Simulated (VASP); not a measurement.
A run of VASP 6.6.1:

File INCAR:

```
ALGO = Normal
EDIFF = 1E-6
ENCUT = 500
GGA = PE
GGA_COMPAT = False
ISIF = 2
ISMEAR = 0
LASPH = True
LCHARG = False
LREAL = False
LWAVE = False
NBANDS = 15
NELM = 120
PREC = Accurate
SIGMA = 0.05
```

File KPOINTS:

```
k-points
0
Gamma
  6 6 6
```

The input POSCAR:

```
RbCl
1.0
   -0.0163700000      3.2740000000      3.2740000000
    3.2740000000     -0.0163700000      3.2740000000
    3.2576300000      3.2576300000      0.0000000000
Rb Cl
1 1
Direct
    0.0000000000      0.0000000000      0.0000000000
    0.5000000000      0.5000000000      0.5000000000
```

Potentials or basis: VASP PAW PBE potentials, release 64 (Rb_sv, Cl).

Command:

```console
$ cat potpaw_PBE.64/Rb_sv/POTCAR potpaw_PBE.64/Cl/POTCAR > POTCAR
$ mpirun -np 1 vasp_std > vasp.out
```

Hardware: 1 thread of Intel(R) Xeon(R) 6975P-C (Granite Rapids), with other jobs on the host.

How long does it take, and how much memory?

It took 19 s on 1 thread of Intel(R) Xeon(R) 6975P-C (Granite Rapids), with other jobs on the host, peak memory 0.21 GiB. Counts: scf iterations 13, k points 46.
